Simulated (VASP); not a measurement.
# TiC (Fm-3m) in VASP: further runs, part 2 of 2

VASP 6.6.1. Earlier steps stand in the parts before.

## 3. Relaxation of cell and atoms, PBE

This run uses another cell than the first one, of 10.17 Å³/atom.

Contents of INCAR:

```
SYSTEM = TiC
ALGO = Normal
EDIFF = 1E-6
EDIFFG = -0.001
ENCUT = 600
GGA = PE
IBRION = 2
ISIF = 3
ISMEAR = -1
LASPH = .TRUE.
LCHARG = .FALSE.
LREAL = .FALSE.
LWAVE = .FALSE.
NELM = 100
NSW = 80
PREC = Accurate
SIGMA = 0.15
```

Contents of KPOINTS:

```
k-points
0
G
  16 16 16
  0 0 0
```

Contents of POSCAR:

```
TiC
1.0
    0.0000000000      2.1664615261      2.1664615261
    2.1664615261      0.0000000000      2.1664615261
    2.1664615261      2.1664615261      0.0000000000
Ti C
1 1
Direct
    0.0000000000      0.0000000000      0.0000000000
    0.5000000000      0.5000000000      0.5000000000
```

Potentials or basis: VASP PAW PBE potentials, release 64 (Ti_sv, C).

On the command line:

```sh
> cat potpaw_PBE.64/Ti_sv/POTCAR potpaw_PBE.64/C/POTCAR > POTCAR
> mpirun -np 1 vasp_std > vasp.out
```

OUTCAR:

```text
SYSTEM = TiC
   EDIFF = 1E-6
   EDIFFG = -0.001
   ENCUT = 600
   GGA = PE
   IBRION = 2
   ISIF = 3
   ISMEAR = -1
   LASPH = .TRUE.
   LREAL = .FALSE.
   NELM = 100
   NSW = 80
   PREC = Accurate

 ion  position               nearest neighbor table
   1  0.000  0.000  0.000-   2 2.17   2 2.17   2 2.17   2 2.17   2 2.17   2 2.17
   2  0.500  0.500  0.500-   1 2.17   1 2.17   1 2.17   1 2.17   1 2.17   1 2.17

  LATTYP: Found a face centered cubic cell.
 ALAT       =     4.3329230522

  Lattice vectors:

 A1 = (   0.0000000000,   2.1664615261,   2.1664615261)
 A2 = (   2.1664615261,   0.0000000000,   2.1664615261)
 A3 = (   2.1664615261,   2.1664615261,   0.0000000000)

Analysis of symmetry for initial positions (statically):
=====================================================================
 Subroutine PRICEL returns:
 Original cell was already a primitive cell.

 Routine SETGRP: Setting up the symmetry group for a
 face centered cubic supercell.

 Subroutine GETGRP returns: Found 48 space group operations
 (whereof 48 operations were pure point group operations)
 out of a pool of 48 trial point group operations.

The static configuration has the point symmetry O_h .

Analysis of symmetry for dynamics (positions and initial velocities):
=====================================================================
 Subroutine PRICEL returns:
 Original cell was already a primitive cell.

 Routine SETGRP: Setting up the symmetry group for a
 face centered cubic supercell.
[... 265 lines left out ...]
  ext. energy  EPLUGINS =         0.00000000
  ---------------------------------------------------
  free energy    TOTEN  =       -18.72144092 eV

  energy without entropy =      -18.69647712  energy(sigma->0) =      -18.70895902

 E-fermi :   9.3891     XC(G=0): -12.6894

 val. band max:        9.3691066457   @ k =  -0.0625   0.0625   0.0000
 cond. band min:       9.3897162025   @ k =   0.1250   0.1250   0.0000
 fundamental gap:      0.0206095569
 Fermi energy:         9.3890618914

 k-point     1 :       0.0000    0.0000    0.0000
  band No.  band energies     occupation
      1     -47.1980      2.00000
      2     -23.2238      2.00000
      3     -23.2238      2.00000
      4     -23.2238      2.00000
      5      -2.9967      2.00000
      6      10.0874      0.01884
      7      10.0874      0.01884
      8      10.0874      0.01884
      9      11.0657      0.00003
     10      11.0657      0.00003
     11      11.0657      0.00003
     12      11.1039      0.00002
[... 331 lines left out ...]
 k-point    24 :      -0.0625    0.0625    0.0000
  band No.  band energies     occupation
      1     -47.1908      2.00000
      2     -23.2701      2.00000
      3     -23.2366      2.00000
      4     -23.2249      2.00000
      5      -2.7645      2.00000
      6       9.1755      1.61182
      7       9.3609      1.09364
      8       9.3691      1.06642
      9      10.1978      0.00907
     10      10.7708      0.00020
     11      11.6551      0.00000
     12      12.2111      0.00000

 [... further k-points ...]

------------------------ aborting loop because EDIFF is reached ----------------------------------------

  FORCE on cell =-STRESS in cart. coord.  units (eV):
  Direction    XX          YY          ZZ          XY          YZ          ZX
  --------------------------------------------------------------------------------------
  -------------------------------------------------------------------------------------
  Total        0.0017940      0.0017940      0.0017940      0.0000000     -0.0000000      0.0000000
  in kB        0.1412483      0.1412483      0.1412483      0.0000000     -0.0000000      0.0000000
  external PRESSURE =       0.1412483 kB  Pullay stress =       0.0000000 kB
[... 17 lines left out ...]
  FREE ENERGIE OF THE ION-ELECTRON SYSTEM (eV)
  ---------------------------------------------------
  free  energy   TOTEN  =       -18.7214409226 eV

  energy  without entropy=      -18.6964771223  energy(sigma->0) =      -18.70895902

 reached required accuracy - stopping structural energy minimisation
```

OSZICAR:

```text
N       E                     dE             d eps       ncg     rms          rms(c)
DAV:   1     0.128060354275E+03    0.12806E+03   -0.93549E+03  3480   0.177E+03
DAV:   2    -0.131060560569E+02   -0.14117E+03   -0.13444E+03  3588   0.398E+02
[... 30 lines left out ...]
   3 F= -.18721441E+02 E0= -.18708957E+02  d E =-.873945E-05
       N       E                     dE             d eps       ncg     rms          rms(c)
DAV:   1    -0.187214470280E+02   -0.64509E-05   -0.12841E-04  3548   0.188E-01    0.239E-02
DAV:   2    -0.187214420369E+02    0.49911E-05   -0.29417E-05  3876   0.851E-02    0.743E-03
DAV:   3    -0.187214408295E+02    0.12074E-05   -0.46445E-06  3620   0.242E-02    0.289E-03
DAV:   4    -0.187214409226E+02   -0.93069E-07   -0.15354E-06  2480   0.131E-02
   4 F= -.18721441E+02 E0= -.18708959E+02  d E =-.833657E-05
```

Run time: 2.2 min. Hardware: 1 thread of Intel Xeon 8259CL, shared host; peak memory 0.18 GiB.

Results:

- Free energy: -18.7214 eV
- Relaxed volume: 10.17 Å³/atom
- Relaxed cell: a = 3.064 Å, b = 3.064 Å, c = 3.064 Å, α = 60.00°, β = 60.00°, γ = 60.00°
- Space group after relaxing (to 0.1 Å): Fm-3m (No. 225)
- Energy gained by relaxing: 0.0 meV/atom
- Ionic steps: 4
- Pressure after relaxing: 0.0 GPa
- Band gap on the k mesh: zero (bands 8 and 9 overlap by 1.10 eV)

Final structure:
```yaml
crystal:
  lattice:
    - [0.00000, 2.16690, 2.16690]
    - [2.16690, 0.00000, 2.16690]
    - [2.16690, 2.16690, 0.00000]
  atoms:
    - { symbol: Ti, position: [0.00000, 0.00000, 0.00000] }
    - { symbol: C, position: [0.50000, 0.50000, 0.50000] }
```

## 4. Single point, PBE (strained)

Contents of INCAR:

```
SYSTEM = TiC
ALGO     = Normal         ! electronic algorithm
EDIFF    = 1E-6           ! SCF threshold, eV
ENCUT    = 520            ! plane-wave cutoff, eV
GGA      = PE             ! functional
ISIF     = 2              ! what is computed and relaxed
ISMEAR   = 0              ! smearing method
LASPH    = .True.         ! aspherical terms in the spheres
LCHARG   = .False.        ! write CHGCAR
LREAL    = .False.        ! projectors in reciprocal space
LWAVE    = .False.        ! write WAVECAR
NBANDS   = 15             ! bands
NELM     = 60             ! most SCF steps
PREC     = Accurate       ! precision mode
SIGMA    = 0.1            ! smearing width, eV
```

Contents of KPOINTS:

```
k-points
0
Gamma
  16 16 16
  0 0 0
```

Contents of POSCAR:

```
TiC
1.0
    0.0000000000      2.1153749200      2.1153749200
    2.1153749200      0.0000000000      2.1153749200
    2.1153749200      2.1153749200      0.0000000000
Ti C
1 1
Direct
    0.0000000000      0.0000000000      0.0000000000
    0.5000000000      0.5000000000      0.5000000000
```

On the command line:

```sh
> cat potpaw_PBE.64/Ti_sv/POTCAR potpaw_PBE.64/C/POTCAR > POTCAR
> mpirun -np 1 vasp_std > vasp.out
```

Wall time 15 s (1 thread of Intel Xeon 6975P-C (Granite Rapids), shared host); peak memory 0.17 GiB.

Results (log left out):

```yaml
Free_energy: -18.6216 eV
Pressure: 20.9 GPa
Band_gap_on_the_k_mesh: zero (bands 8 and 9 overlap by 1.14 eV)
```

Levels at points of the mesh, in eV from the Fermi level:
| k point | band 6 | band 7 | band 8 | band 9 | band 10 | band 11 |
| --- | --- | --- | --- | --- | --- | --- |
| (0.00, 0.00, 0.00) | 0.72 | 0.72 | 0.72 | 1.77 | 1.77 | 1.77 |
| (0.50, 0.00, 0.00) | -6.16 | -3.12 | -3.12 | 3.21 | 3.21 | 4.52 |
| (0.50, 0.50, 0.00) | -3.46 | -1.83 | 0.03 | 0.03 | 2.98 | 3.88 |

Caveat: the cell differs from its parent crystal (strained); the cell stands under pressure.

## 5. The runs side by side

```tsv
task	cell	cutoff (eV)	smearing	gap on the mesh (eV)	pressure (GPa)
single point	a = 3.084 Å, angles 60.0°, 2 atoms	520	fermi-dirac 0.15 eV	none	-4.6
relaxation of cell and atoms	relaxed from a = 3.064 Å, angles 60.0°, 2 atoms	600	fermi-dirac 0.15 eV	none	0.0
single point	a = 2.992 Å, angles 60.0°, 2 atoms	520	gaussian 0.1 eV	none	20.9
```

Alike in all rows: level PBE; potentials or basis VASP PAW PBE potentials, release 64 (Ti_sv, C); no spin polarisation; k mesh 16 × 16 × 16.

Caveats: the cell stands under tension (at least some runs); the cell stands under pressure (at least some runs).

Absolute energies hang on the potentials; compare differences alone.
